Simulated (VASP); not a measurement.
# Al (a cell with a defect) in VASP: relaxation of the atoms with PBE

Aim: the relaxation of the atoms of Al (a cell with a defect) with PBE.

Everything below comes from runs of VASP 6.6.1. Logs are shortened: lines on timing, memory, paths and dates and some standing lists are left out, and cuts for length are marked.

**1. The cell of the first run**

The cell holds a defect, 26 atoms: a = 8.573 Å, b = 8.573 Å, c = 8.573 Å, α = 60.00°, β = 60.00°, γ = 60.00°.

**2. Relaxation of the atoms, PBE (atoms taken out)**

The input, INCAR:

```
  PREC = Accurate
  ENCUT = 520
  EDIFF = 1E-6
  ISMEAR = 0
  SIGMA = 0.1
  LREAL = Auto
  LASPH = T
  NELM = 100
  ALGO = Normal
  ISIF = 2
  LWAVE = F
  LCHARG = F
  GGA = PE
  IBRION = 2
  NSW = 80
  EDIFFG = -0.02
```

The input, KPOINTS:

```
Automatic mesh
0
Gamma
  3 3 3
```

The input, POSCAR:

```
Al
1.0
    0.0000000000      6.0621852160     -6.0621852160
    6.0621852160      6.0621852160      0.0000000000
    6.0621852160      0.0000000000     -6.0621852160
Al
26
Direct
    0.6666666667      0.3333333333      0.6666666667
    0.6666666667      0.6666666667      0.6666666667
    0.3333333333      1.0000000000      0.6666666667
    0.3333333333      0.3333333333      0.6666666667
    0.3333333333      0.6666666667      0.6666666667
    0.0000000000      0.0000000000      0.6666666667
    0.0000000000      0.3333333333      0.6666666667
    0.0000000000      0.6666666667      0.6666666667
    0.6666666667      1.0000000000      0.3333333333
    0.6666666667      0.3333333333      0.3333333333
    0.6666666667      0.6666666667      0.3333333333
    0.3333333333      0.0000000000      0.3333333333
    0.3333333333      0.3333333333      0.3333333333
    0.3333333333      0.6666666667      0.3333333333
    0.0000000000      0.0000000000      0.3333333333
    0.0000000000      0.3333333333      0.3333333333
    0.0000000000      0.6666666667      0.3333333333
    0.6666666667      0.0000000000      0.0000000000
    0.6666666667      0.3333333333      0.0000000000
    0.6666666667      0.6666666667      0.0000000000
    0.3333333333      0.0000000000      0.0000000000
    0.3333333333      0.3333333333      0.0000000000
    0.3333333333      0.6666666667      0.0000000000
    0.0000000000      0.0000000000      0.0000000000
    0.0000000000      0.3333333333      0.0000000000
    0.0000000000      0.6666666667      0.0000000000
```

Potentials or basis: VASP PAW PBE potentials, release 64 (Al).

Started as:

```console
$ cat potpaw_PBE.64/Al/POTCAR > POTCAR
$ mpirun -np 1 vasp_std > vasp.out
```

OUTCAR:

```text
PREC = Accurate
   ENCUT = 520
   EDIFF = 1E-6
   ISMEAR = 0
   LREAL = Auto
   LASPH = T
   NELM = 100
   ISIF = 2
   GGA = PE
   IBRION = 2
   NSW = 80
   EDIFFG = -0.02

 ion  position               nearest neighbor table
   1  0.667  0.333  0.667-   6 2.86   7 2.86  18 2.86  19 2.86  16 2.86  22 2.86  11 2.86   5 2.86
                             2 2.86   4 2.86  10 2.86
   2  0.667  0.667  0.667-   8 2.86  20 2.86   3 2.86   9 2.86  17 2.86  19 2.86   7 2.86  23 2.86
                             1 2.86  11 2.86   5 2.86
   3  0.333  0.000  0.667-   4 2.86   5 2.86   6 2.86   7 2.86  21 2.86  23 2.86  24 2.86  13 2.86
                             2 2.86   9 2.86  12 2.86
   4  0.333  0.333  0.667-   3 2.86   7 2.86  21 2.86  22 2.86  25 2.86   8 2.86  13 2.86  14 2.86
                             1 2.86   5 2.86  10 2.86
   5  0.333  0.667  0.667-   3 2.86   6 2.86   8 2.86  23 2.86  26 2.86  12 2.86  22 2.86   4 2.86
                            14 2.86   2 2.86   1 2.86  11 2.86
   6  0.000  0.000  0.667-   1 2.86   3 2.86   5 2.86   7 2.86   8 2.86  18 2.86  24 2.86  26 2.86
                            16 2.86  12 2.86  15 2.86
   7  0.000  0.333  0.667-   1 2.86   3 2.86   4 2.86   6 2.86  19 2.86  24 2.86  25 2.86  13 2.86
                             2 2.86   8 2.86  16 2.86  17 2.86
   8  0.000  0.667  0.667-   2 2.86   5 2.86   6 2.86  20 2.86  26 2.86  15 2.86   4 2.86  25 2.86
                            14 2.86  17 2.86   7 2.86
   9  0.667  0.000  0.333-  10 2.86  11 2.86  15 2.86  17 2.86  18 2.86  19 2.86  24 2.86  13 2.86
[... 21 lines left out ...]
  20  0.667  0.667  0.000-   2 2.86   8 2.86  11 2.86  18 2.86  26 2.86  10 2.86  21 2.86  25 2.86
                            14 2.86  19 2.86  23 2.86
  21  0.333  0.000  0.000-   3 2.86   4 2.86  12 2.86  14 2.86  15 2.86  22 2.86  23 2.86  24 2.86
                            25 2.86  20 2.86  18 2.86
  22  0.333  0.333  0.000-   4 2.86  12 2.86  13 2.86  16 2.86  21 2.86  25 2.86  18 2.86   5 2.86
                             1 2.86  26 2.86  19 2.86  23 2.86
  23  0.333  0.667  0.000-   3 2.86   5 2.86  14 2.86  17 2.86  21 2.86  24 2.86  26 2.86  13 2.86
                             2 2.86  22 2.86  20 2.86  19 2.86
  24  0.000  0.000  0.000-   3 2.86   6 2.86   7 2.86   9 2.86  15 2.86  17 2.86  18 2.86  19 2.86
                            21 2.86  23 2.86  25 2.86  26 2.86
  25  0.000  0.333  0.000-   4 2.86   7 2.86  10 2.86  15 2.86  16 2.86  19 2.86  21 2.86  22 2.86
                            24 2.86  20 2.86   8 2.86  26 2.86
  26  0.000  0.667  0.000-   5 2.86   6 2.86   8 2.86  11 2.86  17 2.86  18 2.86  20 2.86  23 2.86
                            24 2.86  16 2.86  22 2.86  25 2.86

  LATTYP: Found a face centered cubic cell.
 ALAT       =    12.1243704320

  Lattice vectors:

 A1 = (   0.0000000000,   6.0621852160,  -6.0621852160)
 A2 = (   6.0621852160,   6.0621852160,   0.0000000000)
 A3 = (   6.0621852160,   0.0000000000,  -6.0621852160)

Analysis of symmetry for initial positions (statically):
=====================================================================
 Subroutine PRICEL returns:
 Original cell was already a primitive cell.

 Routine SETGRP: Setting up the symmetry group for a
 face centered cubic supercell.

 Subroutine GETGRP returns: Found 48 space group operations
 (whereof  6 operations were pure point group operations)
 out of a pool of 48 trial point group operations.

The static configuration has the point symmetry C_3v.
 The point group associated with its full space group is O_h .

Analysis of symmetry for dynamics (positions and initial velocities):
=====================================================================
 Subroutine PRICEL returns:
 Original cell was already a primitive cell.

 Routine SETGRP: Setting up the symmetry group for a
 face centered cubic supercell.

 Subroutine GETGRP returns: Found 48 space group operations
 (whereof  6 operations were pure point group operations)
 out of a pool of 48 trial point group operations.

The dynamic configuration has the point symmetry C_3v.
 The point group associated with its full space group is O_h .

 Subroutine INISYM returns: Found 48 space group operations
 (whereof  6 operations are pure point group operations),
 and found     1 'primitive' translations

----------------------------------------------------------------------------------------

                                     Primitive cell

  volume of cell :     445.5717

  direct lattice vectors                    reciprocal lattice vectors
     0.000000000  6.062185216 -6.062185216    -0.082478509  0.082478509 -0.082478509
     6.062185216  6.062185216  0.000000000     0.082478509  0.082478509  0.082478509
     6.062185216  0.000000000 -6.062185216     0.082478509 -0.082478509 -0.082478509

  length of vectors
[... 71 lines left out ...]
     0.027492836  0.027492836  0.027492836     0.000000000  0.333333333  0.000000000
     0.027492836 -0.027492836 -0.027492836     0.000000000  0.000000000  0.333333333

  Length of vectors
     0.047618990  0.047618990  0.047618990

  Shift w.r.t. Gamma in fractional coordinates (k-lattice)
     0.000000000  0.000000000  0.000000000

 Subroutine IBZKPT returns following result:
 ===========================================

 Found      4 irreducible k-points:

 Following reciprocal coordinates:
            Coordinates               Weight
  0.000000  0.000000  0.000000      1.000000
  0.333333  0.000000  0.000000      8.000000
  0.333333  0.333333  0.000000      6.000000
 -0.333333  0.333333  0.000000     12.000000
   k-points           NKPTS =      4   k-points in BZ     NKDIM =      4   number of bands    NBANDS=     53
   number of dos      NEDOS =    301   number of ions     NIONS =     26
   total plane-waves  NPLWV = 262144
   dimension x,y,z NGX =    64 NGY =   64 NGZ =   64
   dimension x,y,z NGXF=   128 NGYF=  128 NGZF=  128
   ions per type =              26
   NGX,Y,Z   is equivalent  to a cutoff of  12.41, 12.41, 12.41 a.u.
   NGXF,Y,Z  is equivalent  to a cutoff of  24.82, 24.82, 24.82 a.u.
 SYSTEM =  unknown system
   PREC   = accura    normal or accurate (medium, high low for compatibility)
   ISTART =      0    job   : 0-new  1-cont  2-samecut
   ICHARG =      2    charge: 1-file 2-atom 10-const
   ISPIN  =      1    spin polarized calculation?
   LNONCOLLINEAR =      F non collinear calculations
   LSORBIT =      F    spin-orbit coupling
   LASPH  =      T    aspherical Exc in radial PAW
   ENCUT  =  520.0 eV  38.22 Ry    6.18 a.u.  15.94 15.94 15.94*2*pi/ulx,y,z
   NELM   =    100;   NELMIN=  2; NELMDL= -5     # of ELM steps
   EDIFF  = 0.1E-05   stopping-criterion for ELM
   LREAL  =      T    real-space projection
   EDIFFG = -.2E-01   stopping-criterion for IOM
   NSW    =     80    number of steps for IOM
   IBRION =      2    ionic relax: 0-MD 1-quasi-New 2-CG
   NFREE  =      1    steps in history (QN), initial steepest desc. (CG)
   ISIF   =      2    stress and relaxation
   ISYM   =      2    0-nonsym 1-usesym 2-fastsym
   POTIM  = 0.5000    time-step for ionic-motion
   TEBEG  =    0.0;   TEEND  =   0.0 temperature during run
   PSTRESS=    0.0 pullay stress
   NELECT =      78.0000    total number of electrons
   NUPDOWN=      -1.0000    fix difference up-down
   EMIN   =  10.00;   EMAX   =-10.00  energy-range for DOS
   EFERMI =   0.00;   METHOD = LEGACY
   ISMEAR =     0;   SIGMA  =   0.10  broadening in eV -4-tet -1-fermi 0-gaus
   EFERMI_NEDOS =   21; number of points for ismear=-14 and -15
   IALGO  =     38    algorithm
   IMIX   =      4    mixing-type and parameters
     AMIX     =   0.40;   BMIX     =  1.00
     AMIX_MAG =   1.60;   BMIX_MAG =  1.00
  volume/ion in A,a.u.               =      17.14       115.65
  Fermi-wavevector in a.u.,A,eV,Ry     =   0.915800  1.730611 11.411058  0.838689
  Thomas-Fermi vector in A             =   2.040582
   LORBIT       =      0    0 simple, 1 ext, 2 COOP (PROOUT), +10 PAW based schemes
   GGA     = PE    functional components
   LHFCALC =     F    Hartree Fock is set to
   AEXX    =    0.0000 exact exchange contribution
   IVDW    =     0    specifies the selected vdW correction
   LEPSILON=     F    determine dielectric tensor
   LRPA    =     F    only Hartree local field effects (RPA)
 conjugate gradient relaxation of ions
 non-spin polarized calculation
 Gauss-broadening in eV      SIGMA  =   0.10
  energy-cutoff  :      520.00
  volume of cell :      445.57
 maximum number of plane-waves:     12039
   NGX = 31   NGY = 31   NGZ = 31

--------------------------------------- Ionic step        1  -------------------------------------------

 number of electron      78.0000000 magnetization

 Free energy of the ion-electron system (eV)
  ---------------------------------------------------
  ext. energy  EPLUGINS =         0.00000000
  ---------------------------------------------------
  free energy    TOTEN  =       -95.90140997 eV

  energy without entropy =      -95.81312220  energy(sigma->0) =      -95.85726609

------------------------ aborting loop because EDIFF is reached ----------------------------------------

  FORCE on cell =-STRESS in cart. coord.  units (eV):
  Direction    XX          YY          ZZ          XY          YZ          ZX
  --------------------------------------------------------------------------------------
  -------------------------------------------------------------------------------------
  Total       -1.4209453     -1.4209453     -1.4209453      0.0000000      0.0000000      0.0000000
  in kB       -5.1094051     -5.1094051     -5.1094051      0.0000000      0.0000000      0.0000000
  external PRESSURE =      -5.1094051 kB  Pullay stress =       0.0000000 kB
[... 287 lines left out ...]
--------------------------------------- Ionic step        6  -------------------------------------------

 number of electron      78.0000000 magnetization

 Free energy of the ion-electron system (eV)
  ---------------------------------------------------
  ext. energy  EPLUGINS =         0.00000000
  ---------------------------------------------------
  free energy    TOTEN  =       -95.99356495 eV

  energy without entropy =      -95.89104683  energy(sigma->0) =      -95.94230589

 E-fermi :   7.5424     XC(G=0): -10.0276

 val. band max:        7.5007411496   @ k =  -0.3333   0.3333   0.0000
 cond. band min:       7.5448742582   @ k =   0.3333   0.0000   0.0000
 fundamental gap:      0.0441331087
 Fermi energy:         7.5424209639

 k-point     1 :       0.0000    0.0000    0.0000
  band No.  band energies     occupation
      1      -3.3803      2.00000
      2      -0.4713      2.00000
      3      -0.4713      2.00000
      4      -0.4713      2.00000
      5      -0.4521      2.00000
      6      -0.4440      2.00000
[... 205 lines left out ...]
     50       9.3535      0.00000
     51       9.5762      0.00000
 [bands above 51 left out]

------------------------ aborting loop because EDIFF is reached ----------------------------------------

  FORCE on cell =-STRESS in cart. coord.  units (eV):
  Direction    XX          YY          ZZ          XY          YZ          ZX
  --------------------------------------------------------------------------------------
  -------------------------------------------------------------------------------------
  Total       -1.8403550     -1.8403550     -1.8403550      0.0000000      0.0000000     -0.0000000
  in kB       -6.6175096     -6.6175096     -6.6175096      0.0000000      0.0000000     -0.0000000
  external PRESSURE =      -6.6175096 kB  Pullay stress =       0.0000000 kB
[... 41 lines left out ...]
  FREE ENERGIE OF THE ION-ELECTRON SYSTEM (eV)
  ---------------------------------------------------
  free  energy   TOTEN  =       -95.9935649512 eV

  energy  without entropy=      -95.8910468299  energy(sigma->0) =      -95.94230589

 reached required accuracy - stopping structural energy minimisation
```

Wall time 7.6 min (1 thread of Intel Xeon Platinum 8375C at 2.90GHz (Ice Lake), shared host); peak memory 0.57 GiB.

Results:

```yaml
Free_energy: -95.9936 eV
Energy_gained_by_relaxing: 3.5 meV/atom
Ionic_steps: 6
Pressure_after_relaxing: -0.7 GPa
Largest_force_after_relaxing: 0.004 eV/Å
Band_gap_on_the_k_mesh: zero (bands 39 and 40 overlap by 0.50 eV)
```

Forces in eV/Å, atoms in the order of the input:
```
Al  -0.002 -0.002  0.000
Al   0.002  0.002  0.000
Al   0.000  0.002 -0.002
Al  -0.002  0.000 -0.002
Al  -0.001  0.001  0.001
Al   0.000 -0.002  0.002
Al   0.001 -0.001 -0.001
Al   0.002  0.000  0.002
Al   0.002  0.000 -0.002
Al   0.000 -0.002 -0.002
Al   0.001 -0.001  0.001
Al  -0.001 -0.001 -0.001
Al   0.000  0.000 -0.004
Al   0.001  0.001 -0.001
Al   0.002 -0.002  0.000
Al   0.000 -0.004  0.000
Al   0.004  0.000  0.000
Al  -0.002  0.000  0.002
Al  -0.001  0.001 -0.001
Al   0.000  0.002  0.002
Al  -0.002  0.002  0.000
Al  -0.004  0.000  0.000
Al   0.000  0.004  0.000
Al   0.001  0.001  0.001
Al  -0.001 -0.001  0.001
Al   0.000  0.000  0.004
```

The path:
```csv
step,energy change (eV),largest force (eV/Å),pressure (GPa)
1,0.0000,0.2647,-0.51
2,-0.0514,0.1819,-0.57
3,-0.0895,0.0398,-0.65
4,-0.0899,0.0437,-0.65
5,-0.0912,0.0280,-0.66
6,-0.0922,0.0044,-0.66
```

Final structure:
```
Al
1.0
     0.00000    6.06219   -6.06219
     6.06219    6.06219    0.00000
     6.06219    0.00000   -6.06219
Al
26
Direct
  0.66667 0.32844 0.66667
  0.66667 0.67156 0.66667
  0.33823 0.00000 0.66667
  0.33823 0.32844 0.66667
  0.33211 0.66544 0.67035
  0.99510 0.00000 0.66667
  0.00123 0.33456 0.66298
  0.99510 0.67156 0.66667
  0.66667 0.00000 0.33823
  0.66667 0.32844 0.33823
  0.67035 0.66544 0.33211
  0.33211 0.00368 0.33211
  0.33254 0.33413 0.33254
  0.33211 0.66544 0.33211
  0.99510 0.00000 0.33823
  0.00080 0.33413 0.33254
  0.00080 0.66587 0.33254
  0.66667 0.00000 0.99510
  0.66298 0.33456 0.00123
  0.66667 0.67156 0.99510
  0.33823 0.00000 0.99510
  0.33254 0.33413 0.00080
  0.33254 0.66587 0.00080
  0.00123 0.99632 0.00123
  0.00123 0.33456 0.00123
  0.00080 0.66587 0.00080
```

Caveat: the cell differs from its parent crystal (atoms taken out).
